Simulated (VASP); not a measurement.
Crystal: Ho4S.

```
Ho S
1.0
     5.19212    0.00000    0.00000
    -2.59606    4.49650    0.00000
     0.00000    0.00000    5.96603
Ho S
4 1
Direct
  0.50130 0.49870 0.27173
  0.50130 0.00260 0.27173
  0.99740 0.49870 0.27173
  0.33333 0.66667 0.56941
  0.66667 0.33333 0.76482
```

The cell was generated, and may not be a known phase.

- Program: VASP 6.6.1
- Task: relaxation of cell and atoms
- Functional: PBE
- Potentials or basis: VASP PAW PBE potentials, release 64 (Ho_3, S), 4f in core
- Cutoff: 500 eV
- k mesh: 4 × 4 × 3
- Occupations: gaussian, width 0.2 eV
- Spin: no spin polarisation

At the start: pressure 22.6 GPa; volume 27.86 Å³/atom.

**Question.** How do energy, volume and symmetry change on relaxing?

**Answer.** Over 12 steps the energy falls by 1940.3 meV/atom and the volume is 38.19 Å³/atom (+37.1 %); space group P3m1 (No. 156, to 0.1 Å) before and after.

The path:
```tsv
step	energy change (eV)	largest force (eV/Å)	pressure (GPa)	volume (Å³)
1	0.0000	11.4315	22.61	139.29
2	-6.8773	3.0246	-2.19	233.44
3	-6.9807	2.7575	-0.59	210.74
4	-6.9944	2.8869	-1.21	218.04
5	-8.5012	1.9076	-2.32	218.78
6	-8.9253	1.6579	-2.50	218.35
7	-8.9961	1.4870	-2.30	217.89
8	-9.4949	1.2326	-0.23	196.03
9	-9.5194	1.2849	0.61	190.39
10	-9.6966	0.1828	0.02	190.99
11	-9.6983	0.2141	-0.01	191.06
12	-9.7014	0.0784	-0.04	190.96
```

Final structure:
```cif
data_structure
_symmetry_space_group_name_H-M 'P 1'
_symmetry_Int_Tables_number 1
_cell_length_a 6.5912
_cell_length_b 6.5912
_cell_length_c 5.0756
_cell_angle_alpha 90.000
_cell_angle_beta 90.000
_cell_angle_gamma 120.000
_cell_volume 190.96
loop_
_atom_site_label
_atom_site_type_symbol
_atom_site_fract_x
_atom_site_fract_y
_atom_site_fract_z
_atom_site_occupancy
Ho1 Ho 0.50622 0.49378 0.22013 1
Ho2 Ho 0.50622 0.01243 0.22013 1
Ho3 Ho 0.98757 0.49378 0.22013 1
Ho4 Ho 0.33333 0.66667 0.72988 1
S1 S 0.66667 0.33333 0.75915 1
```

Caveat: the volume moved by over 15 % at a fixed basis, so the end points are rough; the run has no spin polarisation, though such a crystal can be magnetic; the relaxation stopped at a loose force limit of 0.08 eV/Å, so its end isn't a converged minimum.
